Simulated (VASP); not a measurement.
Set up this calculation in VASP 6.6.1, as the native input.

- Task: single point
- Functional: PBE
- Potentials or basis: VASP PAW PBE potentials, release 64 (Mg, I)
- Cutoff: 520 eV
- k mesh: 12 × 12 × 6
- Occupations: gaussian, width 0.02 eV
- Spin: no spin polarisation
- Dipole correction: no
- Further INCAR settings: ALGO = Normal; EDIFF = 1e-06; NBANDS = 15

The structure of MgI2 lies in POSCAR:

```
MgI2
1.0
    3.4169886200      0.0000000000      0.0000000000
   -1.7084943100      2.9591989494      0.0000000000
    0.0000000000      0.0000000000      5.7393991239
Mg I
1 2
Direct
    0.0000000000      0.0000000000      0.0000000000
    0.3333333333      0.6666666667      0.7149116918
    0.6666666667      0.3333333333      0.2850883082
```

One way to write it, as run:

INCAR

```
SYSTEM = MgI2
  PREC = Accurate
  ENCUT = 520
  EDIFF = 1E-6
  ISMEAR = 0
  SIGMA = 0.02
  LREAL = .FALSE.
  LASPH = .TRUE.
  NELM = 80
  ALGO = Normal
  ISIF = 2
  LWAVE = .FALSE.
  LCHARG = .FALSE.
  GGA = PE
  NBANDS = 15
```

KPOINTS

```
Automatic mesh
0
G
  12 12 6
  0 0 0
```

Potentials or basis: VASP PAW PBE potentials, release 64 (Mg, I).

Launch:

```bash
$ cat potpaw_PBE.64/Mg/POTCAR potpaw_PBE.64/I/POTCAR > POTCAR
$ mpirun -np 1 vasp_std > vasp.out
```

Results of the run:

The pressure is 50.1 GPa, the largest force is 0.025 eV/Å and the band gap on the k mesh is 1.58 eV (least direct gap 3.28 eV).

Caveat: the cell stands under pressure; spin-orbit coupling is left out, which moves the levels of the heavy elements.

It took 74 s on 1 thread of Intel(R) Xeon(R) Platinum 8259CL CPU @ 2.50GHz (Skylake/Cascade Lake), with other jobs on the host, peak memory 0.24 GiB.
